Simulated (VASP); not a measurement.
# Rb2LaCuCl6 (Fm-3m) in VASP: single point with LDA

Aim: the single point of Rb2LaCuCl6 with LDA.

Everything below comes from runs of VASP 6.6.1. Logs are shortened: lines on timing, memory, paths and dates and some standing lists are left out, and cuts for length are marked.

### Step 1. The cell of the first run

The structure is cubic, space group Fm-3m (No. 225). The conventional cell has a = 10.644 Å, b = 10.644 Å, c = 10.644 Å, α = 90.00°, β = 90.00°, γ = 90.00°. Rb (site symmetry -43m) has 12 Cl at 3.76 Å and 4 La at 4.61 Å and 4 Cu at 4.61 Å within 4.9 Å. Within 3.7 Å of La (site symmetry m-3m) lie 6 Cl at 2.77 Å. Within 3.4 Å of Cu (site symmetry m-3m) lie 6 Cl at 2.55 Å. Cl (site symmetry 4mm) has 1 Cu at 2.55 Å and 1 La at 2.77 Å within 3.4 Å.

### Step 2. Single point, LDA

File INCAR:

```
ALGO = Normal
EDIFF = 1E-7
ENCUT = 520
GGA = CA
ISIF = 2
ISMEAR = 0
LASPH = T
LCHARG = F
LREAL = F
LWAVE = F
NBANDS = 52
NELM = 100
PREC = Accurate
SIGMA = 0.01
```

File KPOINTS:

```
k-points
0
Gamma
  3 3 3
```

File POSCAR:

```
Rb2LaCuCl6
1.0
    0.0000000000      5.3218140000      5.3218140000
    5.3218140000      0.0000000000      5.3218140000
    5.3218140000      5.3218140000      0.0000000000
Rb La Cu Cl
2 1 1 6
Direct
    0.7500000000      0.7500000000      0.7500000000
    0.2500000000      0.2500000000      0.2500000000
    0.0000000000      0.0000000000      0.0000000000
    0.5000000000      0.5000000000      0.5000000000
    0.7398170000      0.2601830000      0.2601830000
    0.2601830000      0.2601830000      0.7398170000
    0.2601830000      0.7398170000      0.7398170000
    0.2601830000      0.7398170000      0.2601830000
    0.7398170000      0.2601830000      0.7398170000
    0.7398170000      0.7398170000      0.2601830000
```

Potentials or basis: VASP PAW LDA potentials, release 64 (Rb_sv, La, Cu, Cl).

On the command line:

```bash
$ cat potpaw_LDA.64/Rb_sv/POTCAR potpaw_LDA.64/La/POTCAR potpaw_LDA.64/Cu/POTCAR potpaw_LDA.64/Cl/POTCAR > POTCAR
$ mpirun -np 1 vasp_std > vasp.out
```

OUTCAR:

```text
EDIFF = 1E-7
   ENCUT = 520
   GGA = CA
   ISIF = 2
   ISMEAR = 0
   LASPH = T
   LREAL = F
   NELM = 100
   PREC = Accurate

 ion  position               nearest neighbor table
   1  0.750  0.750  0.750-   6 3.76   7 3.76   8 3.76   5 3.76   6 3.76   9 3.76   5 3.76   8 3.76
                            10 3.76   7 3.76   9 3.76  10 3.76   3 4.61   3 4.61   3 4.61   3 4.61
   2  0.250  0.250  0.250-   5 3.76   6 3.76   8 3.76   6 3.76   7 3.76   9 3.76   7 3.76   8 3.76
                            10 3.76   5 3.76   9 3.76  10 3.76   3 4.61   3 4.61   3 4.61   3 4.61
   3  0.000  0.000  0.000-   5 2.77   6 2.77   7 2.77   8 2.77   9 2.77  10 2.77   1 4.61   1 4.61
                             1 4.61   2 4.61   1 4.61   2 4.61   2 4.61   2 4.61
   4  0.500  0.500  0.500-   5 2.55   6 2.55   7 2.55   8 2.55   9 2.55  10 2.55
   5  0.740  0.260  0.260-   4 2.55   3 2.77   2 3.76   2 3.76   1 3.76   1 3.76
   6  0.260  0.260  0.740-   4 2.55   3 2.77   2 3.76   2 3.76   1 3.76   1 3.76
   7  0.260  0.740  0.740-   4 2.55   3 2.77   1 3.76   2 3.76   2 3.76   1 3.76
   8  0.260  0.740  0.260-   4 2.55   3 2.77   2 3.76   2 3.76   1 3.76   1 3.76
   9  0.740  0.260  0.740-   4 2.55   3 2.77   1 3.76   2 3.76   2 3.76   1 3.76
  10  0.740  0.740  0.260-   4 2.55   3 2.77   1 3.76   2 3.76   2 3.76   1 3.76

  LATTYP: Found a face centered cubic cell.
 ALAT       =    10.6436280000

  Lattice vectors:

 A1 = (   0.0000000000,   5.3218140000,   5.3218140000)
 A2 = (   5.3218140000,   0.0000000000,   5.3218140000)
 A3 = (   5.3218140000,   5.3218140000,   0.0000000000)

Analysis of symmetry for initial positions (statically):
[... 33 lines left out ...]
                                     Primitive cell

  volume of cell :     301.4457

  direct lattice vectors                    reciprocal lattice vectors
     0.000000000  5.321814000  5.321814000    -0.093952927  0.093952927  0.093952927
     5.321814000  0.000000000  5.321814000     0.093952927 -0.093952927  0.093952927
     5.321814000  5.321814000  0.000000000     0.093952927  0.093952927 -0.093952927

  length of vectors
     7.526181535  7.526181535  7.526181535     0.162731242  0.162731242  0.162731242

  position of ions in fractional coordinates (direct lattice)
     0.750000000  0.750000000  0.750000000
     0.250000000  0.250000000  0.250000000
     0.000000000  0.000000000  0.000000000
     0.500000000  0.500000000  0.500000000
     0.739817000  0.260183000  0.260183000
     0.260183000  0.260183000  0.739817000
     0.260183000  0.739817000  0.739817000
     0.260183000  0.739817000  0.260183000
     0.739817000  0.260183000  0.739817000
     0.739817000  0.739817000  0.260183000

  ion indices of the primitive-cell ions
   primitive index   ion index
                 1           1
                 2           2
                 3           3
                 4           4
                 5           5
                 6           6
                 7           7
                 8           8
                 9           9
                10          10

----------------------------------------------------------------------------------------

 KPOINTS: k-points

Automatic generation of k-mesh.
 Grid dimensions read from file:
 generate k-points for:    3    3    3

 Generating k-lattice:

  Cartesian coordinates                     Fractional coordinates (reciprocal lattice)
    -0.031317642  0.031317642  0.031317642     0.333333333  0.000000000  0.000000000
     0.031317642 -0.031317642  0.031317642     0.000000000  0.333333333  0.000000000
     0.031317642  0.031317642 -0.031317642     0.000000000  0.000000000  0.333333333

  Length of vectors
     0.054243747  0.054243747  0.054243747

  Shift w.r.t. Gamma in fractional coordinates (k-lattice)
     0.000000000  0.000000000  0.000000000

 Subroutine IBZKPT returns following result:
 ===========================================

 Found      4 irreducible k-points:

 Following reciprocal coordinates:
            Coordinates               Weight
  0.000000  0.000000  0.000000      1.000000
  0.333333  0.000000  0.000000      8.000000
  0.333333  0.333333  0.000000      6.000000
 -0.333333  0.333333  0.000000     12.000000
   k-points           NKPTS =      4   k-points in BZ     NKDIM =      4   number of bands    NBANDS=     52
   number of dos      NEDOS =    301   number of ions     NIONS =     10
   total plane-waves  NPLWV = 175616
   dimension x,y,z NGX =    56 NGY =   56 NGZ =   56
   dimension x,y,z NGXF=   112 NGYF=  112 NGZF=  112
   ions per type =               2   1   1   6
   NGX,Y,Z   is equivalent  to a cutoff of  12.37, 12.37, 12.37 a.u.
   NGXF,Y,Z  is equivalent  to a cutoff of  24.74, 24.74, 24.74 a.u.
 SYSTEM =  unknown system
   PREC   = accura    normal or accurate (medium, high low for compatibility)
   ISTART =      0    job   : 0-new  1-cont  2-samecut
   ICHARG =      2    charge: 1-file 2-atom 10-const
   ISPIN  =      1    spin polarized calculation?
   LNONCOLLINEAR =      F non collinear calculations
   LSORBIT =      F    spin-orbit coupling
   LASPH  =      T    aspherical Exc in radial PAW
   ENCUT  =  520.0 eV  38.22 Ry    6.18 a.u.  13.99 13.99 13.99*2*pi/ulx,y,z
   NELM   =    100;   NELMIN=  2; NELMDL= -5     # of ELM steps
   EDIFF  = 0.1E-06   stopping-criterion for ELM
   LREAL  =      F    real-space projection
   EDIFFG = 0.1E-05   stopping-criterion for IOM
   NSW    =      0    number of steps for IOM
   IBRION =     -1    ionic relax: 0-MD 1-quasi-New 2-CG
   NFREE  =      0    steps in history (QN), initial steepest desc. (CG)
   ISIF   =      2    stress and relaxation
   ISYM   =      2    0-nonsym 1-usesym 2-fastsym
   POTIM  = 0.5000    time-step for ionic-motion
   TEBEG  =    0.0;   TEEND  =   0.0 temperature during run
   PSTRESS=    0.0 pullay stress
   NELECT =      82.0000    total number of electrons
   NUPDOWN=      -1.0000    fix difference up-down
   EMIN   =  10.00;   EMAX   =-10.00  energy-range for DOS
   EFERMI =   0.00;   METHOD = LEGACY
   ISMEAR =     0;   SIGMA  =   0.01  broadening in eV -4-tet -1-fermi 0-gaus
   EFERMI_NEDOS =   21; number of points for ismear=-14 and -15
   IALGO  =     38    algorithm
   IMIX   =      4    mixing-type and parameters
     AMIX     =   0.40;   BMIX     =  1.00
     AMIX_MAG =   1.60;   BMIX_MAG =  1.00
  volume/ion in A,a.u.               =      30.14       203.43
  Fermi-wavevector in a.u.,A,eV,Ry     =   1.060742  2.004512 15.308916  1.125174
  Thomas-Fermi vector in A             =   2.196134
   LORBIT       =      0    0 simple, 1 ext, 2 COOP (PROOUT), +10 PAW based schemes
   GGA     = CA    functional components
   LHFCALC =     F    Hartree Fock is set to
   AEXX    =    0.0000 exact exchange contribution
   IVDW    =     0    specifies the selected vdW correction
   LEPSILON=     F    determine dielectric tensor
   LRPA    =     F    only Hartree local field effects (RPA)
 non-spin polarized calculation
 Gauss-broadening in eV      SIGMA  =   0.01
  energy-cutoff  :      520.00
  volume of cell :      301.45
 maximum number of plane-waves:      8154
   NGX = 27   NGY = 27   NGZ = 27

 number of electron      82.0000006 magnetization

 Free energy of the ion-electron system (eV)
  ---------------------------------------------------
  ext. energy  EPLUGINS =         0.00000000
  ---------------------------------------------------
  free energy    TOTEN  =       -43.55522921 eV

  energy without entropy =      -43.55522921  energy(sigma->0) =      -43.55522921

 E-fermi :   1.9874     XC(G=0):  -8.5467

 val. band max:        1.8759564636   @ k =   0.3333   0.0000   0.0000
 cond. band min:       4.0977652954   @ k =   0.0000   0.0000   0.0000
 fundamental gap:      2.2218088318
 Fermi energy:         1.9873873209

 k-point     1 :       0.0000    0.0000    0.0000
  band No.  band energies     occupation
      1     -30.3961      2.00000
      2     -24.7975      2.00000
      3     -24.7953      2.00000
      4     -14.7895      2.00000
      5     -14.7895      2.00000
      6     -14.7895      2.00000
[... 44 lines left out ...]
     51       4.6805      0.00000
     52       4.6805      0.00000

 k-point     2 :       0.3333    0.0000    0.0000
  band No.  band energies     occupation
      1     -30.3961      2.00000
      2     -24.7969      2.00000
      3     -24.7958      2.00000
      4     -14.8191      2.00000
      5     -14.7820      2.00000
      6     -14.7820      2.00000
[... 44 lines left out ...]
     51       4.8355      0.00000
     52       5.0878      0.00000

 k-point     3 :       0.3333    0.3333    0.0000
  band No.  band energies     occupation
      1     -30.3961      2.00000
      2     -24.7969      2.00000
      3     -24.7958      2.00000
      4     -14.7958      2.00000
      5     -14.7925      2.00000
      6     -14.7925      2.00000
[... 44 lines left out ...]
     51       5.0134      0.00000
     52       5.0134      0.00000

 k-point     4 :      -0.3333    0.3333    0.0000
  band No.  band energies     occupation
      1     -30.3961      2.00000
      2     -24.7964      2.00000
      3     -24.7964      2.00000
      4     -14.8087      2.00000
      5     -14.7935      2.00000
      6     -14.7835      2.00000
[... 44 lines left out ...]
     51       5.0667      0.00000
     52       5.2718      0.00000

------------------------ aborting loop because EDIFF is reached ----------------------------------------

  FORCE on cell =-STRESS in cart. coord.  units (eV):
  Direction    XX          YY          ZZ          XY          YZ          ZX
  --------------------------------------------------------------------------------------
  -------------------------------------------------------------------------------------
  Total       -6.2167752     -6.2167752     -6.2167752      0.0000000      0.0000000     -0.0000000
  in kB      -33.0420264    -33.0420264    -33.0420264      0.0000000      0.0000000     -0.0000000
  external PRESSURE =     -33.0420264 kB  Pullay stress =       0.0000000 kB

 VOLUME and BASIS-vectors are now :
 -----------------------------------------------------------------------------
  energy-cutoff  :      520.00
  volume of cell :      301.45
      direct lattice vectors                 reciprocal lattice vectors
     0.000000000  5.321814000  5.321814000    -0.093952927  0.093952927  0.093952927
     5.321814000  0.000000000  5.321814000     0.093952927 -0.093952927  0.093952927
     5.321814000  5.321814000  0.000000000     0.093952927  0.093952927 -0.093952927

 POSITION                                       TOTAL-FORCE (eV/Angst)
 -----------------------------------------------------------------------------------
      7.98272      7.98272      7.98272         0.000000      0.000000      0.000000
      2.66091      2.66091      2.66091         0.000000      0.000000     -0.000000
      0.00000      0.00000      0.00000        -0.000000      0.000000      0.000000
      5.32181      5.32181      5.32181        -0.000000      0.000000     -0.000000
      2.76929      5.32181      5.32181         0.076522      0.000000      0.000000
      5.32181      5.32181      2.76929        -0.000000      0.000000      0.076522
      7.87434      5.32181      5.32181        -0.076522      0.000000      0.000000
      5.32181      2.76929      5.32181        -0.000000      0.076522      0.000000
      5.32181      7.87434      5.32181        -0.000000     -0.076522      0.000000
      5.32181      5.32181      7.87434        -0.000000      0.000000     -0.076522
 -----------------------------------------------------------------------------------
    total drift:                               -0.000000      0.000000      0.000000

  FREE ENERGIE OF THE ION-ELECTRON SYSTEM (eV)
  ---------------------------------------------------
  free  energy   TOTEN  =       -43.5552292109 eV

  energy  without entropy=      -43.5552292109  energy(sigma->0) =      -43.55522921
```

It took 1.8 min on 1 thread of AMD EPYC 7R43 (Zen 3), shared host; peak memory 0.33 GiB.

What came out:

```
Free energy            : -43.5552 eV
Pressure               : -3.3 GPa
Largest force          : 0.077 eV/Å
Band gap on the k mesh : 2.22 eV, indirect (least direct gap 2.26 eV)
```

Forces on the atoms (eV/Å):
```
Rb   0.000  0.000  0.000
Rb   0.000  0.000  0.000
La   0.000  0.000  0.000
Cu   0.000  0.000  0.000
Cl   0.077  0.000  0.000
Cl   0.000  0.000  0.077
Cl  -0.077  0.000  0.000
Cl   0.000  0.077  0.000
Cl   0.000 -0.077  0.000
Cl   0.000  0.000 -0.077
```

Caveat: spin-orbit coupling is left out, which moves the levels of the heavy elements.
